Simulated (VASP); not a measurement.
**Hg: single point with LDA**

Crystal: Hg.

```
Hg
1.0
     2.52101    0.00000    0.00000
    -1.26050    2.18326    0.00000
     0.00000    0.00000    4.09834
Hg
2
Cartesian
  0.0000 1.4555 1.0246
  1.2605 0.7278 3.0738
```

```yaml
Program: VASP 6.6.1
Task: single point
Functional: LDA
Potentials_or_basis: VASP PAW LDA potentials, release 64 (Hg)
Cutoff: 520 eV
k_mesh: 17 × 17 × 10
Occupations: fermi-dirac, width 0.08 eV
Spin: no spin polarisation
```

- Pressure: 321.6 GPa
- Band gap on the k mesh: zero (bands 12 and 13 overlap by 1.61 eV)

Stress tensor (GPa, compression positive):
```
321.75   0.00   0.00
  0.00 321.75   0.00
  0.00   0.00 321.32
```

Levels at points of the mesh, in eV from the Fermi level:
| k point | band 10 | band 11 | band 12 | band 13 | band 14 | band 15 |
| --- | --- | --- | --- | --- | --- | --- |
| (0.00, 0.00, 0.00) | -9.31 | -9.31 | -8.02 | -0.33 | 10.98 | 13.73 |
| (0.00, 0.00, 0.50) | -10.12 | -10.12 | -10.12 | 9.19 | 9.19 | 12.12 |

Wall time 23 s on 1 thread of Intel(R) Xeon(R) 6975P-C (Granite Rapids), with other jobs on the host, peak memory 0.18 GiB.

Caveat: the cell stands under pressure; spin-orbit coupling is left out, which moves the levels of the heavy elements.
